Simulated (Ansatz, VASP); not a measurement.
**ZrC in VASP and in Ansatz**

```xyz
2
Lattice="0.0000 2.3502 2.3502 2.3502 0.0000 2.3502 2.3502 2.3502 0.0000" Properties=species:S:1:pos:R:3 pbc="T T T"
Zr    2.3502    2.3502    2.3502
C     0.0000    0.0000    0.0000
```

Alike in both runs: task electric field gradients; functional PBE; k mesh 15 × 15 × 15; occupations fermi-dirac, width 0.05 eV; no spin polarisation.

|  | VASP | Ansatz |
| --- | --- | --- |
| version | VASP 6.6.1 | Ansatz 0.2.0 |
| potentials or method | VASP PAW PBE potentials, release 64 (Zr_sv, C) | PAW with Ansatz's default frozen-core files, scalar-relativistic |
| plane-wave cutoff (eV) | 520 | 420 |
| valence electrons in the cell | 16 | 16 |

|  | VASP | Ansatz | Ansatz less VASP |
| --- | --- | --- | --- |
| pressure (GPa) | 1.4 | 1.2 | -0.25 |
